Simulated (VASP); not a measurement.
# Ti (Fm-3m) in VASP: settings compared, part 2 of 2

VASP 6.6.1.

### Step 4. Single point, PBEsol

This run uses another cell than the first one, of 14.52 Å³/atom, 0.868 times its volume.

INCAR

```
PREC = Accurate ; ENCUT = 520
EDIFF = 1E-6 ; ISMEAR = -1
SIGMA = 0.05 ; LREAL = F
LASPH = T ; NELM = 60
ALGO = Normal ; ISIF = 2
LWAVE = F ; LCHARG = T
GGA = PS ; LELF = T
LVHAR = T ; NBANDS = 12
```

KPOINTS

```
Automatic mesh
0
Gamma
  11 11 11
```

POSCAR

```
Ti
1.0
    0.0000000000      1.9362364592      1.9362364592
    1.9362364592      0.0000000000      1.9362364592
    1.9362364592      1.9362364592      0.0000000000
Ti
1
Direct
    0.0000000000      0.0000000000      0.0000000000
```

Potentials or basis: VASP PAW PBE potentials, release 64 (Ti_sv).

The run is started by

```
cat potpaw_PBE.64/Ti_sv/POTCAR > POTCAR
mpirun -np 1 vasp_std > vasp.out
```

OUTCAR:

```text
PREC = Accurate
   ENCUT = 520
   EDIFF = 1E-6
   ISMEAR = -1
   LREAL = F
   LASPH = T
   NELM = 60
   ISIF = 2
   GGA = PS

 ion  position               nearest neighbor table
   1  0.000  0.000  0.000-

  LATTYP: Found a face centered cubic cell.
 ALAT       =     3.8724729184

  Lattice vectors:

 A1 = (   0.0000000000,   1.9362364592,   1.9362364592)
 A2 = (   1.9362364592,   0.0000000000,   1.9362364592)
 A3 = (   1.9362364592,   1.9362364592,   0.0000000000)

Analysis of symmetry for initial positions (statically):
[... 527 lines left out ...]
      4     -21.8244      2.00000
      5       6.4871      2.00000
      6       9.8072      1.99566
      7      10.9753      0.00000
      8      12.1609      0.00000
      9      12.2111      0.00000
     10      14.4242      0.00000
     11      25.4459      0.00000
     12      26.3519      0.00000

 [... further k-points ...]
[... 5 lines left out ...]
  --------------------------------------------------------------------------------------
  -------------------------------------------------------------------------------------
  Total        1.7643471      1.7643471      1.7643471      0.0000000     -0.0000000      0.0000000
  in kB      194.7105269    194.7105269    194.7105269      0.0000000     -0.0000000      0.0000000
  external PRESSURE =     194.7105269 kB  Pullay stress =       0.0000000 kB

 VOLUME and BASIS-vectors are now :
 -----------------------------------------------------------------------------
  energy-cutoff  :      520.00
  volume of cell :       14.52
      direct lattice vectors                 reciprocal lattice vectors
     0.000000000  1.936236459  1.936236459    -0.258232923  0.258232923  0.258232923
     1.936236459  0.000000000  1.936236459     0.258232923 -0.258232923  0.258232923
     1.936236459  1.936236459  0.000000000     0.258232923  0.258232923 -0.258232923

 POSITION                                       TOTAL-FORCE (eV/Angst)
 -----------------------------------------------------------------------------------
      0.00000      0.00000      0.00000        -0.000000     -0.000000     -0.000000
 -----------------------------------------------------------------------------------
    total drift:                                0.000000     -0.000000     -0.000000

  FREE ENERGIE OF THE ION-ELECTRON SYSTEM (eV)
  ---------------------------------------------------
  free  energy   TOTEN  =        -8.1785150663 eV

  energy  without entropy=       -8.1713744442  energy(sigma->0) =       -8.17494476
```

OSZICAR:

```text
N       E                     dE             d eps       ncg     rms          rms(c)
DAV:   1     0.853566094214E+02    0.85357E+02   -0.65653E+03  1352   0.126E+03
DAV:   2    -0.488500155433E+01   -0.90242E+02   -0.87544E+02  1360   0.295E+02
DAV:   3    -0.891575447403E+01   -0.40308E+01   -0.39879E+01  1864   0.628E+01
DAV:   4    -0.899942414785E+01   -0.83670E-01   -0.83611E-01  1500   0.766E+00
DAV:   5    -0.900131572501E+01   -0.18916E-02   -0.18916E-02  1616   0.952E-01    0.106E+01
DAV:   6    -0.816761438841E+01    0.83370E+00   -0.16832E+00  1456   0.200E+01    0.318E+00
DAV:   7    -0.816074970769E+01    0.68647E-02   -0.10887E-01  1668   0.421E+00    0.154E+00
DAV:   8    -0.817818917349E+01   -0.17439E-01   -0.53950E-02  1372   0.248E+00    0.934E-02
DAV:   9    -0.817837716296E+01   -0.18799E-03   -0.30408E-03  1576   0.487E-01    0.962E-02
DAV:  10    -0.817853966800E+01   -0.16251E-03   -0.41147E-04  1420   0.189E-01    0.196E-02
DAV:  11    -0.817851555196E+01    0.24116E-04   -0.39789E-05  1632   0.816E-02    0.926E-03
DAV:  12    -0.817851506635E+01    0.48561E-06   -0.13318E-06  1332   0.117E-02
   1 F= -.81785151E+01 E0= -.81749448E+01  d E =-.714062E-02
```

Run time: 6.1 s. Hardware: 1 thread of Intel Xeon 6975P-C (Granite Rapids), shared host; peak memory 0.12 GiB.

What came out:

```
Free energy            : -8.1785 eV
Pressure               : 19.5 GPa
Band gap on the k mesh : zero (band 6 reaches 11.10 eV, above the bottom of band 7 at 9.80 eV)
```

Caveat: the PAW data sets were made with another functional, which shifts forces and pressure a little.

### Step 5. Single point, PBEsol

This run uses another cell than the first one, of 15.99 Å³/atom, 0.955 times its volume.

INCAR

```
SYSTEM = Ti
ALGO = Normal ; EDIFF = 1E-6
ENCUT = 520 ; GGA = PS
ISIF = 2 ; ISMEAR = -1
LASPH = .TRUE. ; LCHARG = .TRUE.
LELF = .TRUE. ; LREAL = .FALSE.
LVHAR = .TRUE. ; LWAVE = .FALSE.
NBANDS = 12 ; NELM = 100
PREC = Accurate ; SIGMA = 0.05
```

KPOINTS

```
k-points
0
G
  11 11 11
  0 0 0
```

POSCAR

```
Ti
1.0
    0.0000000000      1.9993889150      1.9993889150
    1.9993889150      0.0000000000      1.9993889150
    1.9993889150      1.9993889150      0.0000000000
Ti
1
Direct
    0.0000000000      0.0000000000      0.0000000000
```

The run is started by

```
cat potpaw_PBE.64/Ti_sv/POTCAR > POTCAR
mpirun -np 1 vasp_std > vasp.out
```

It took 5.9 s on 1 thread of Intel Xeon 6975P-C (Granite Rapids), shared host; peak memory 0.13 GiB.

It converged, with:

```
Free energy            : -8.2846 eV
Pressure               : 4.7 GPa
Band gap on the k mesh : zero (band 6 reaches 9.93 eV, above the bottom of band 7 at 8.71 eV)
```

Levels at points of the mesh, in eV from the Fermi level:
```csv
k point,band 4,band 5,band 6,band 7,band 8,band 9
"(0.00, 0.00, 0.00)",-32.18,-6.29,0.93,0.93,0.93,2.75
```

Caveat: the PAW data sets were made with another functional, which shifts forces and pressure a little.

### Step 6. Single point, PBEsol

This run uses another cell than the first one, of 15.42 Å³/atom, 0.922 times its volume.

INCAR

```
PREC = Accurate
ENCUT = 520
EDIFF = 1E-6
ISMEAR = -1
SIGMA = 0.05
LREAL = False
LASPH = True
NELM = 100
ALGO = Normal
ISIF = 2
LWAVE = False
LCHARG = True
GGA = PS
LELF = True
LVHAR = True
NBANDS = 12
```

KPOINTS

```
Automatic mesh
0
Gamma
  11 11 11
```

POSCAR

```
Ti
1.0
    0.0000000000      1.9757253849      1.9757253849
    1.9757253849      0.0000000000      1.9757253849
    1.9757253849      1.9757253849      0.0000000000
Ti
1
Direct
    0.0000000000      0.0000000000      0.0000000000
```

Potentials or basis: VASP PAW PBE potentials, release 64 (Ti_sv).

The run is started by

```
cat potpaw_PBE.64/Ti_sv/POTCAR > POTCAR
mpirun -np 1 vasp_std > vasp.out
```

OUTCAR:

```text
PREC = Accurate
   ENCUT = 520
   EDIFF = 1E-6
   ISMEAR = -1
   LREAL = False
   LASPH = True
   NELM = 100
   ISIF = 2
   GGA = PS

 ion  position               nearest neighbor table
   1  0.000  0.000  0.000-

  LATTYP: Found a face centered cubic cell.
 ALAT       =     3.9514507698

  Lattice vectors:

 A1 = (   0.0000000000,   1.9757253849,   1.9757253849)
 A2 = (   1.9757253849,   0.0000000000,   1.9757253849)
[... 529 lines left out ...]
      2     -23.2078      2.00000
      3     -22.8812      2.00000
      4     -22.7177      2.00000
      5       5.7496      2.00000
      6       9.1463      1.98921
      7      10.2481      0.00000
      8      11.3488      0.00000
      9      11.3913      0.00000
     10      13.4147      0.00000
     11      24.0770      0.00000
     12      24.8127      0.00000

 [... further k-points ...]
[... 5 lines left out ...]
  --------------------------------------------------------------------------------------
  -------------------------------------------------------------------------------------
  Total        0.9239833      0.9239833      0.9239833      0.0000000      0.0000000     -0.0000000
  in kB       95.9765136     95.9765136     95.9765136      0.0000000      0.0000000     -0.0000000
  external PRESSURE =      95.9765136 kB  Pullay stress =       0.0000000 kB

 VOLUME and BASIS-vectors are now :
 -----------------------------------------------------------------------------
  energy-cutoff  :      520.00
  volume of cell :       15.42
      direct lattice vectors                 reciprocal lattice vectors
     0.000000000  1.975725385  1.975725385    -0.253071608  0.253071608  0.253071608
     1.975725385  0.000000000  1.975725385     0.253071608 -0.253071608  0.253071608
     1.975725385  1.975725385  0.000000000     0.253071608  0.253071608 -0.253071608

 POSITION                                       TOTAL-FORCE (eV/Angst)
 -----------------------------------------------------------------------------------
      0.00000      0.00000      0.00000         0.000000      0.000000      0.000000
 -----------------------------------------------------------------------------------
    total drift:                               -0.000000      0.000000     -0.000000

  FREE ENERGIE OF THE ION-ELECTRON SYSTEM (eV)
  ---------------------------------------------------
  free  energy   TOTEN  =        -8.2597610171 eV

  energy  without entropy=       -8.2518436368  energy(sigma->0) =       -8.25580233
```

Wall time 5.8 s (1 thread of Intel Xeon 6975P-C (Granite Rapids), shared host); peak memory 0.14 GiB.

Results:

```yaml
Free_energy: -8.2598 eV
Pressure: 9.6 GPa
Band_gap_on_the_k_mesh: zero (band 6 reaches 10.36 eV, above the bottom of band 7 at 9.10 eV)
```

Caveat: the PAW data sets were made with another functional, which shifts forces and pressure a little.

### Step 7. Summary

```csv
level,spin,cell,smearing,gap on the mesh (eV),pressure (GPa)
PBEsol+D3(BJ),"collinear, ferromagnetic start","a = 2.871 Å, angles 60.0°, 1 atom",gaussian 0.1 eV,none,-7.1
PBEsol,off,"a = 2.692 Å, angles 60.0°, 1 atom",fermi-dirac 0.05 eV,none,29.3
PBEsol,off,"a = 2.738 Å, angles 60.0°, 1 atom",fermi-dirac 0.05 eV,none,19.5
PBEsol,off,"a = 2.828 Å, angles 60.0°, 1 atom",fermi-dirac 0.05 eV,none,4.7
PBEsol,off,"a = 2.794 Å, angles 60.0°, 1 atom",fermi-dirac 0.05 eV,none,9.6
```

Alike in all rows: task single point; potentials or basis VASP PAW PBE potentials, release 64 (Ti_sv); k mesh 11 × 11 × 11; cutoff (eV) 520.

Caveats: the PAW data sets were made with another functional, which shifts forces and pressure a little; three body term missing (some runs); pairwise dispersion overbinds metals, which lowers pressure and volume (some runs).

Absolute energies hang on the potentials; compare differences alone.
